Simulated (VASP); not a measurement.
# Nb (Im-3m) in VASP: further runs

Aim: see how the results for Nb move with the level of theory and the settings. Levels: r2SCAN, LDA+U. Tasks: single point.

All numbers are computed with VASP 6.6.1; they aren't measurements. Logs are shortened: lines on timing, memory, paths and dates and some standing lists are left out, and cuts for length are marked.

## 1. The cell of the first run

The structure is cubic, space group Im-3m (No. 229). The conventional cell has a = 3.260 Å, b = 3.260 Å, c = 3.260 Å, α = 90.00°, β = 90.00°, γ = 90.00°. Nb (site symmetry m-3m) has 14 Nb at 2.82 to 3.26 Å within 3.7 Å.

## 2. Single point, r2SCAN (volume scaled by 0.94)

The input, POSCAR:

```
Nb
1.0
   -1.6299823056      1.6299823056      1.6299823056
    1.6299823056     -1.6299823056      1.6299823056
    1.6299823056      1.6299823056     -1.6299823056
Nb
1
Direct
    0.0000000000      0.0000000000      0.0000000000
```

The input, INCAR.step1:

```
PREC     = Accurate       # precision mode
ENCUT    = 550            # plane-wave cutoff, eV
ISMEAR   = -1             # smearing method
SIGMA    = 0.05           # smearing width, eV
LREAL    = F              # projectors in reciprocal space
LASPH    = T              # aspherical terms in the spheres
NELM     = 120            # most SCF steps
NBANDS   = 12             # bands
GGA      = PE             # functional
ALGO     = Normal         # electronic algorithm
EDIFF    = 1E-5           # SCF threshold, eV
LWAVE    = T              # write WAVECAR
LCHARG   = F              # write CHGCAR
GGA_COMPAT= F
```

The input, INCAR.step2:

```
PREC     = Accurate       # precision mode
ENCUT    = 550            # plane-wave cutoff, eV
EDIFF    = 1E-6           # SCF threshold, eV
ISMEAR   = -1             # smearing method
SIGMA    = 0.05           # smearing width, eV
LREAL    = F              # projectors in reciprocal space
LASPH    = T              # aspherical terms in the spheres
NELM     = 120            # most SCF steps
ALGO     = Normal         # electronic algorithm
ISIF     = 2              # what is computed and relaxed
LWAVE    = F              # write WAVECAR
LCHARG   = T              # write CHGCAR
METAGGA  = R2SCAN         # meta-GGA
LMIXTAU  = T            
LELF     = T              # ELF
LVHAR    = T            
NBANDS   = 12             # bands
ISTART   = 1            
GGA_COMPAT= F
```

The input, KPOINTS:

```
Automatic mesh
0
Gamma
  11 11 11
```

Potentials or basis: VASP PAW PBE potentials, release 64 (Nb_sv).

Command:

```console
> cat potpaw_PBE.64/Nb_sv/POTCAR > POTCAR
> cp INCAR.step1 INCAR
> mpirun -np 1 vasp_std > vasp.out
> cp INCAR.step2 INCAR
> mpirun -np 1 vasp_std > vasp.out
```

OUTCAR:

```text
PREC = Accurate
   ENCUT = 550
   EDIFF = 1E-6
   ISMEAR = -1
   LREAL = F
   LASPH = T
   NELM = 120
   ISIF = 2
   METAGGA = R2SCAN
   ISTART = 1

 ion  position               nearest neighbor table
   1  0.000  0.000  0.000-

  LATTYP: Found a body centered cubic cell.
 ALAT       =     3.2599646112

  Lattice vectors:

 A1 = (  -1.6299823056,   1.6299823056,   1.6299823056)
 A2 = (   1.6299823056,  -1.6299823056,   1.6299823056)
 A3 = (   1.6299823056,   1.6299823056,  -1.6299823056)

Analysis of symmetry for initial positions (statically):
=====================================================================
 Subroutine PRICEL returns:
 Original cell was already a primitive cell.

 Routine SETGRP: Setting up the symmetry group for a
 body centered cubic supercell.

 Subroutine GETGRP returns: Found 48 space group operations
 (whereof 48 operations were pure point group operations)
 out of a pool of 48 trial point group operations.

The static configuration has the point symmetry O_h .

Analysis of symmetry for dynamics (positions and initial velocities):
=====================================================================
 Subroutine PRICEL returns:
 Original cell was already a primitive cell.

 Routine SETGRP: Setting up the symmetry group for a
 body centered cubic supercell.

 Subroutine GETGRP returns: Found 48 space group operations
 (whereof 48 operations were pure point group operations)
 out of a pool of 48 trial point group operations.

The dynamic configuration has the point symmetry O_h .

 Subroutine INISYM returns: Found 48 space group operations
 (whereof 48 operations are pure point group operations),
 and found     1 'primitive' translations

----------------------------------------------------------------------------------------

                                     Primitive cell

  volume of cell :      17.3224

  direct lattice vectors                    reciprocal lattice vectors
    -1.629982306  1.629982306  1.629982306     0.000000000  0.306751796  0.306751796
     1.629982306 -1.629982306  1.629982306     0.306751796  0.000000000  0.306751796
     1.629982306  1.629982306 -1.629982306     0.306751796  0.306751796  0.000000000

  length of vectors
     2.823212169  2.823212169  2.823212169     0.433812550  0.433812550  0.433812550

  position of ions in fractional coordinates (direct lattice)
[... 82 lines left out ...]
   NFREE  =      0    steps in history (QN), initial steepest desc. (CG)
   ISIF   =      2    stress and relaxation
   ISYM   =      2    0-nonsym 1-usesym 2-fastsym
   POTIM  = 0.5000    time-step for ionic-motion
   TEBEG  =    0.0;   TEEND  =   0.0 temperature during run
   PSTRESS=    0.0 pullay stress
   NELECT =      13.0000    total number of electrons
   NUPDOWN=      -1.0000    fix difference up-down
   EMIN   =  10.00;   EMAX   =-10.00  energy-range for DOS
   EFERMI =   0.00;   METHOD = LEGACY
   ISMEAR =    -1;   SIGMA  =   0.05  broadening in eV -4-tet -1-fermi 0-gaus
   EFERMI_NEDOS =   21; number of points for ismear=-14 and -15
   IALGO  =     38    algorithm
   IMIX   =      4    mixing-type and parameters
     AMIX     =   0.40;   BMIX     =  1.00
     AMIX_MAG =   1.60;   BMIX_MAG =  1.00
  volume/ion in A,a.u.               =      17.32       116.90
  Fermi-wavevector in a.u.,A,eV,Ry     =   1.487715  2.811374 30.113717  2.213296
  Thomas-Fermi vector in A             =   2.600841
   LORBIT       =      0    0 simple, 1 ext, 2 COOP (PROOUT), +10 PAW based schemes
   METAGGA = R2SCAN    functional components
   LHFCALC =     F    Hartree Fock is set to
   AEXX    =    0.0000 exact exchange contribution
   IVDW    =     0    specifies the selected vdW correction
   LEPSILON=     F    determine dielectric tensor
   LRPA    =     F    only Hartree local field effects (RPA)
 non-spin polarized calculation
  energy-cutoff  :      550.00
  volume of cell :       17.32
 maximum number of plane-waves:       531
 NGX is ok and might be reduce to    24
   NGX = 11   NGY = 11   NGZ = 11

 number of electron      13.0000001 magnetization

 Free energy of the ion-electron system (eV)
  ---------------------------------------------------
  ext. energy  EPLUGINS =         0.00000000
  ---------------------------------------------------
  free energy    TOTEN  =       -24.82331345 eV

  energy without entropy =      -24.80917879  energy(sigma->0) =      -24.81624612

 E-fermi :  11.6481     XC(G=0): -13.8568

 val. band max:       11.6323259566   @ k =   0.2727   0.0000   0.0000
 cond. band min:      11.6960184509   @ k =   0.0909   0.0909   0.0000
 fundamental gap:      0.0636924943
 Fermi energy:        11.6481134777

 k-point     1 :       0.0000    0.0000    0.0000
  band No.  band energies     occupation
      1     -44.4252      2.00000
      2     -18.8691      2.00000
      3     -18.8691      2.00000
      4     -18.8691      2.00000
      5       5.3409      2.00000
      6      12.1152      0.00018
      7      12.1152      0.00018
      8      12.1152      0.00018
      9      15.3749      0.00000
     10      15.3749      0.00000
     11      26.6743      0.00000
     12      26.6743      0.00000
[... 331 lines left out ...]
 k-point    24 :       0.3636    0.1818    0.0909
  band No.  band energies     occupation
      1     -44.0938      2.00000
      2     -20.2187      2.00000
      3     -19.6088      2.00000
      4     -19.1438      2.00000
      5       9.0633      2.00000
      6       9.9474      2.00000
      7      12.0381      0.00082
      8      15.8090      0.00000
      9      16.2701      0.00000
     10      21.5343      0.00000
     11      23.3585      0.00000
     12      25.3159      0.00000

 [... further k-points ...]

------------------------ aborting loop because EDIFF is reached ----------------------------------------

  FORCE on cell =-STRESS in cart. coord.  units (eV):
  Direction    XX          YY          ZZ          XY          YZ          ZX
  --------------------------------------------------------------------------------------
  -------------------------------------------------------------------------------------
  Total        0.8914818      0.8914818      0.8914818      0.0000000      0.0000000     -0.0000000
  in kB       82.4545105     82.4545105     82.4545105      0.0000000      0.0000000     -0.0000000
  external PRESSURE =      82.4545105 kB  Pullay stress =       0.0000000 kB

 VOLUME and BASIS-vectors are now :
 -----------------------------------------------------------------------------
  energy-cutoff  :      550.00
  volume of cell :       17.32
      direct lattice vectors                 reciprocal lattice vectors
    -1.629982306  1.629982306  1.629982306     0.000000000  0.306751796  0.306751796
     1.629982306 -1.629982306  1.629982306     0.306751796  0.000000000  0.306751796
     1.629982306  1.629982306 -1.629982306     0.306751796  0.306751796  0.000000000

 POSITION                                       TOTAL-FORCE (eV/Angst)
 -----------------------------------------------------------------------------------
      0.00000      0.00000      0.00000         0.000000     -0.000000      0.000000
 -----------------------------------------------------------------------------------
    total drift:                                0.000000      0.000000     -0.000000

  FREE ENERGIE OF THE ION-ELECTRON SYSTEM (eV)
  ---------------------------------------------------
  free  energy   TOTEN  =       -24.8233134483 eV

  energy  without entropy=      -24.8091787925  energy(sigma->0) =      -24.81624612
```

OSZICAR.step1:

```text
N       E                     dE             d eps       ncg     rms          rms(c)
DAV:   1     0.126275406681E+03    0.12628E+03   -0.76453E+03  1352   0.114E+03
DAV:   2    -0.532521677068E+01   -0.13160E+03   -0.12677E+03  1400   0.406E+02
DAV:   3    -0.102116996532E+02   -0.48865E+01   -0.46643E+01  1884   0.698E+01
DAV:   4    -0.105645830447E+02   -0.35288E+00   -0.35091E+00  1884   0.171E+01
DAV:   5    -0.105803963692E+02   -0.15813E-01   -0.15809E-01  1976   0.280E+00    0.751E+00
DAV:   6    -0.102233898398E+02    0.35701E+00   -0.55484E-01  2160   0.967E+00    0.269E+00
DAV:   7    -0.101854768359E+02    0.37913E-01   -0.17325E-01  2224   0.539E+00    0.948E-01
DAV:   8    -0.101916439447E+02   -0.61671E-02   -0.12596E-02  1604   0.149E+00    0.423E-02
DAV:   9    -0.101917127791E+02   -0.68834E-04   -0.10889E-03  2136   0.309E-01    0.482E-02
DAV:  10    -0.101917321467E+02   -0.19368E-04   -0.38090E-05  1380   0.780E-02    0.211E-02
DAV:  11    -0.101917240309E+02    0.81158E-05   -0.61015E-06  1080   0.469E-02
   1 F= -.10191724E+02 E0= -.10183887E+02  d E =-.156749E-01
```

Wall time 77 s (1 thread of Intel Xeon 8259CL, shared host); peak memory 0.15 GiB.

What came out:

```
Free energy : -24.8233 eV
Pressure    : 8.2 GPa
```

Caveat: the PAW data sets were made with another functional, which shifts forces and pressure a little.

## 3. Single point, LDA+U (volume scaled by 0.94)

The input, INCAR:

```
PREC = Accurate
ENCUT = 500
EDIFF = 1E-6
ISMEAR = 1
SIGMA = 0.01
LREAL = False
LASPH = True
NELM = 200
ALGO = Normal
ISIF = 2
LWAVE = False
LCHARG = False
LMAXMIX = 4
LDAU = True
LDAUTYPE = 2
LDAUL = 2
LDAUU = 4
LDAUJ = 0
LDAUPRINT = 1
GGA = CA
NBANDS = 12
GGA_COMPAT = False
```

KPOINTS is that of step 2.

POSCAR is that of step 2.

Potentials or basis: VASP PAW LDA potentials, release 64 (Nb_sv).

Command:

```console
> cat potpaw_LDA.64/Nb_sv/POTCAR > POTCAR
> mpirun -np 1 vasp_std > vasp.out
```

Wall time 4.1 s (1 thread of Intel Xeon 6975P-C (Granite Rapids), shared host); peak memory 0.13 GiB.

Results (log left out):

- Free energy: -7.5835 eV
- Pressure: 11.3 GPa

Levels at points of the mesh, in eV from the Fermi level:
```
           k point  band 3  band 4  band 5  band 6  band 7  band 8  band 9  band 10
(0.00, 0.00, 0.00)  -30.04  -30.04   -6.47    0.53    0.53    0.53    3.82     3.82
```

Eigenvalues of the final occupation matrices:
```csv
site,spin,trace,eigenvalues
site 1 d,1,1.14,0.18 0.18 0.26 0.26 0.26
site 1 d,2,1.14,0.18 0.18 0.26 0.26 0.26
```

Caveat: U without spin polarisation on a metal has little footing; the U is typed as a test and isn't derived for this compound.
